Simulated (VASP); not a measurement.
Input of a VASP 6.6.1 run:

File POSCAR:

```
BP
1.0
    0.0000000000      2.3135014941      2.3135014941
    2.3135014941      0.0000000000      2.3135014941
    2.3135014941      2.3135014941      0.0000000000
P B
1 1
Direct
    0.7500000000      0.7500000000      0.7500000000
    0.0000000000      0.0000000000      0.0000000000
```

The input INCAR.step1:

```
SYSTEM = BP
PREC = Accurate ; ENCUT = 520
EDIFF = 1E-5 ; ISMEAR = -1
SIGMA = 0.05 ; LREAL = .False.
LASPH = .True. ; NELM = 80
ALGO = Normal ; ISIF = 2
LWAVE = .True. ; LCHARG = .False.
GGA = PE ; NBANDS = 11
```

Contents of INCAR.step2:

```
SYSTEM = BP
PREC = Accurate ; ENCUT = 520
EDIFF = 1E-6 ; ISMEAR = -1
SIGMA = 0.05 ; LREAL = .False.
LASPH = .True. ; NELM = 80
ALGO = Normal ; ISIF = 2
LWAVE = .False. ; LCHARG = .False.
GGA = PE ; LHFCALC = .True.
AEXX = 0.25 ; HFSCREEN = 0.3
PRECFOCK = Normal ; ISTART = 1
NBANDS = 11
```

File KPOINTS:

```
regular mesh
0
Gamma
  5 5 5
  0 0 0
```

Potentials or basis: VASP PAW PBE potentials, release 64 (P, B).

The run is started by

```sh
$ cat potpaw_PBE.64/P/POTCAR potpaw_PBE.64/B/POTCAR > POTCAR
$ cp INCAR.step1 INCAR
$ mpirun -np 1 vasp_std > vasp.out
$ cp INCAR.step2 INCAR
$ mpirun -np 1 vasp_std > vasp.out
```

Q: What does it give for the pressure?

A: -10.3 GPa.

Q: Predict the band gap on the k mesh.

A: 1.87 eV, indirect (least direct gap 4.07 eV).

Caveat: the k points lie up to 0.47 Å⁻¹ apart; the PAW data sets were made with another functional, which shifts forces and pressure a little. A k mesh can miss the band edges.
